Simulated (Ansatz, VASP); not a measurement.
## One calculation of Al2Cu, two programs

The input INCAR:

```
PREC = Accurate
ENCUT = 520
EDIFF = 1E-7
ISMEAR = -1
SIGMA = 0.15
LREAL = F
LASPH = T
NELM = 60
ALGO = Normal
ISIF = 2
LWAVE = F
LCHARG = F
GGA = PS
NBANDS = 16
```

KPOINTS

```
Automatic mesh
0
Gamma
  14 14 14
```

The input POSCAR:

```
Al2Cu
1.0
   -2.0384841621      2.0384841621      2.8828556906
    2.0384841621     -2.0384841621      2.8828556906
    2.0384841621      2.0384841621     -2.8828556906
Al Cu
2 1
Direct
    0.7500000000      0.2500000000      0.5000000000
    0.2500000000      0.7500000000      0.5000000000
    0.5000000000      0.5000000000      0.0000000000
```

Input for Ansatz:

```yaml
crystal:
  lattice:
    - [-2.0384841621, 2.0384841621, 2.8828556906]
    - [2.0384841621, -2.0384841621, 2.8828556906]
    - [2.0384841621, 2.0384841621, -2.8828556906]
  atoms:
    - { symbol: Al, position: [0.75, 0.25, 0.5] }
    - { symbol: Al, position: [0.25, 0.75, 0.5] }
    - { symbol: Cu, position: [0.5, 0.5, 0.0] }
basis:
  ecutwfc: 420
kpoints:
  mp_grid: { grid: [14, 14, 14] }
hamiltonian:
  xc: pbesol
scf:
  occupations: { method: fermi_dirac, width: 0.15 }
output:
  forces: true
  stress: true
  eigenvalues: true
```

Alike in both runs: task single point; functional PBEsol; k mesh 14 × 14 × 14; occupations fermi-dirac, width 0.15 eV; no spin polarisation.

```csv
,VASP,Ansatz
version,VASP 6.6.1,Ansatz 0.2.0
potentials or method,"VASP PAW PBE potentials, release 64 (Al, Cu), cutoff 520 eV","scalar-relativistic, plane waves, PAW"
valence electrons in the cell,17,25
```

VASP gave:

* gap on the k mesh at the Fermi level (eV): none
* pressure (GPa): -1.8

Q: Which values does Ansatz return?

A: gap on the k mesh at the Fermi level (eV): none; pressure (GPa): -2.0.

VASP's potentials were made for PBE, not for PBEsol. A gap of «none» marks a metal or a gap that the smearing closes. VASP's potentials hold 17 valence electrons a cell and Ansatz's 25, so a difference there can come from the potentials and not from the codes. Ansatz's warnings: structure snapped to symmetry.
